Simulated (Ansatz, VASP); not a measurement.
TaN: VASP beside Ansatz

```xyz
4
Lattice="3.0901 0.0000 0.0000 -1.5451 2.6761 0.0000 0.0000 0.0000 5.0050" Properties=species:S:1:pos:R:3 pbc="T T T"
Ta    0.0000    1.7841    0.0000
Ta    1.5451    0.8920    2.5025
N     0.0000    1.7841    1.9269
N     1.5451    0.8920    4.4294
```

Change from the starting cell: volume scaled by 1.04, crystal datasets.

Alike in both runs: task electric field gradients; functional PBEsol; k mesh 9 × 9 × 5; occupations fermi-dirac, width 0.01 eV; no spin polarisation.

|  | VASP | Ansatz |
| --- | --- | --- |
| version | VASP 6.6.1 | Ansatz 0.2.0 |
| potentials or method | VASP PAW PBE potentials, release 64 (Ta_pv, N), cutoff 520 eV | all-electron PAW with datasets made for the crystal, scalar-relativistic |

```tsv
	VASP	Ansatz	Ansatz less VASP
pressure (GPa)	102.8	98.1	-4.71
traceless stress, the component that is largest in VASP (GPa)	-14.05	-13.46	+0.592
rms of the force components (eV/Å)	1.275	1.246	-0.0287
size of Vzz on the site where it differs most (V/Å²)	117.8	114.4	-3.30
```

VASP's potentials were made for PBE, not for PBEsol. Atom by atom the forces differ by 0.029 eV/Å (rms over components). Both programs put the cell under a high pressure, so it lies far from rest at this level. Ansatz ran all-electron here, and VASP with PAW potentials.

Spin-orbit coupling is off throughout. Noted on VASP's run: the cell as given lies far from equilibrium.
